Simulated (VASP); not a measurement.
Set up this calculation in VASP 6.6.1, as the native input.

```
Task                   : single point
Functional             : PBE
Potentials or basis    : VASP PAW PBE potentials, release 64 (Si)
Cutoff                 : 520 eV
k mesh                 : 9 × 9 × 9
Occupations            : gaussian, width 0.1 eV
Spin                   : no spin polarisation
Dipole correction      : no
Further INCAR settings : ALGO = Normal; EDIFF = 1e-06; NBANDS = 36
```

The structure of Si lies in POSCAR:

```
Si
1.0
    2.5916185743      1.4962716815      8.7487308475
   -2.5916185743      1.4962716815      8.7487308475
    0.0000000000     -2.9925433630      8.7487308475
Si
12
Direct
    0.0499159196      0.5416835605      0.0499159196
    0.0499159196      0.0499159196      0.5416835605
    0.5416835605      0.0499159196      0.0499159196
    0.9500840804      0.4583164395      0.9500840804
    0.4583164395      0.9500840804      0.9500840804
    0.9500840804      0.9500840804      0.4583164395
    0.2089076368      0.7049390734      0.2089076368
    0.2089076368      0.2089076368      0.7049390734
    0.7049390734      0.2089076368      0.2089076368
    0.7910923632      0.2950609266      0.7910923632
    0.2950609266      0.7910923632      0.7910923632
    0.7910923632      0.7910923632      0.2950609266
```

These files were run (other wordings do the same):

INCAR

```
SYSTEM = Si
ALGO = Normal ; EDIFF = 1E-6
ENCUT = 520 ; GGA = PE
ISIF = 2 ; ISMEAR = 0
LASPH = .TRUE. ; LCHARG = .FALSE.
LREAL = .FALSE. ; LWAVE = .FALSE.
NBANDS = 36 ; NELM = 60
PREC = Accurate ; SIGMA = 0.1
```

KPOINTS

```
k-points
0
G
  9 9 9
  0 0 0
```

Potentials or basis: VASP PAW PBE potentials, release 64 (Si).

Run with:

```console
$ cat potpaw_PBE.64/Si/POTCAR > POTCAR
$ mpirun -np 1 vasp_std > vasp.out
```

It gave:

| Property | Result |
| --- | --- |
| Pressure | -0.1 GPa |
| Largest force | 0.005 eV/Å |
| Band gap on the k mesh | zero (bands 24 and 25 overlap by 1.11 eV) |

Wall time 33 min on 1 thread of Intel Xeon 8259CL, on a shared host, peak memory 0.87 GiB.
